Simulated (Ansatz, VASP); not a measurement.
C: VASP beside Ansatz

INCAR

```
SYSTEM = C
  PREC = Accurate
  ENCUT = 520
  EDIFF = 1E-6
  ISMEAR = 0
  SIGMA = 0.1
  LREAL = .False.
  LASPH = .True.
  NELM = 100
  ALGO = Normal
  ISIF = 2
  LWAVE = .False.
  LCHARG = .False.
  LDIPOL = .True.
  IDIPOL = 3
  DIPOL = 0.5 0.5 0.500
  GGA = PE
  IVDW = 12
  NBANDS = 11
```

Contents of KPOINTS:

```
Automatic mesh
0
Gamma
  21 21 1
  0 0 0
```

Contents of POSCAR:

```
C
1.0
    2.4710000000      0.0000000000      0.0000000000
   -1.2355000000      2.1399487728      0.0000000000
    0.0000000000      0.0000000000     26.0024170307
C
2
Direct
    0.6666666667      0.3333333333      0.5082492331
    0.3333333333      0.6666666667      0.4917507669
```

Input for Ansatz:

```yaml
crystal:
  lattice:
    - [2.471, 0.0, 0.0]
    - [-1.2355, 2.1399487728, 0.0]
    - [0.0, 0.0, 26.0024170307]
  atoms:
    - { symbol: C, position: [0.6666666667, 0.3333333333, 0.5082492331] }
    - { symbol: C, position: [0.3333333333, 0.6666666667, 0.4917507669] }
  periodic: [true, true, false]
basis:
  ecutwfc: 420
kpoints:
  mp_grid: { grid: [21, 21, 1] }
hamiltonian:
  xc: pbe
  pseudopotentials: { kind: paw, azcp: { folder: soft_1 } }
  dispersion: d3bj
scf:
  occupations: { method: gaussian, width: 0.1 }
output:
  forces: true
  stress: true
  eigenvalues: true
```

Alike in both runs: task single point; functional PBE; dispersion D3(BJ); k mesh 21 × 21 × 1; occupations gaussian, width 0.1 eV; no spin polarisation.

|  | VASP | Ansatz |
| --- | --- | --- |
| version | VASP 6.6.1 | Ansatz 0.2.0 |
| potentials or method | VASP PAW PBE potentials, release 64 (C), cutoff 520 eV | scalar-relativistic, plane waves, PAW |
| valence electrons in the cell | 8 | 8 |

Ansatz gave:

| Item | Value |
| --- | --- |
| gap on the k mesh at the Fermi level (eV) | none |
| rms of the force components (eV/Å) | 4.249 |

**Question.** Which values does VASP return?

**Answer.** gap on the k mesh at the Fermi level (eV): none; rms of the force components (eV/Å): 4.231.

Atom by atom the forces differ by 0.019 eV/Å (rms over components). A gap of «none» marks a metal or a gap that the smearing closes.
